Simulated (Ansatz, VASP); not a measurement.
# Ba: VASP beside Ansatz

```
CELL_PARAMETERS angstrom
7.10642 0.00000 0.00000
-3.55321 6.15434 0.00000
0.00000 0.00000 24.35180
ATOMIC_POSITIONS crystal
Ba 0.00000 0.00000 0.41065
Ba 0.33333 0.66667 0.47022
Ba 0.66667 0.33333 0.52978
Ba 0.00000 0.00000 0.58935
```

Alike in both runs: task single point; functional PBE; k mesh 6 × 6 × 1; occupations fermi-dirac, width 0.1 eV; no spin polarisation.

```csv
,VASP,Ansatz
version,VASP 6.6.1,Ansatz 0.2.0
potentials or method,"VASP PAW PBE potentials, release 64 (Ba_sv), cutoff 520 eV","all-electron LAPW, scalar-relativistic"
```

VASP gave:

| Item | Value |
| --- | --- |
| rms of the force components (eV/Å) | 0.166 |

Task: Estimate Ansatz's values.

Result: rms of the force components (eV/Å): 0.167.

Atom by atom the forces differ by 0.004 eV/Å (rms over components). Ansatz ran all-electron here, and VASP with PAW potentials.

Spin-orbit coupling is off throughout.
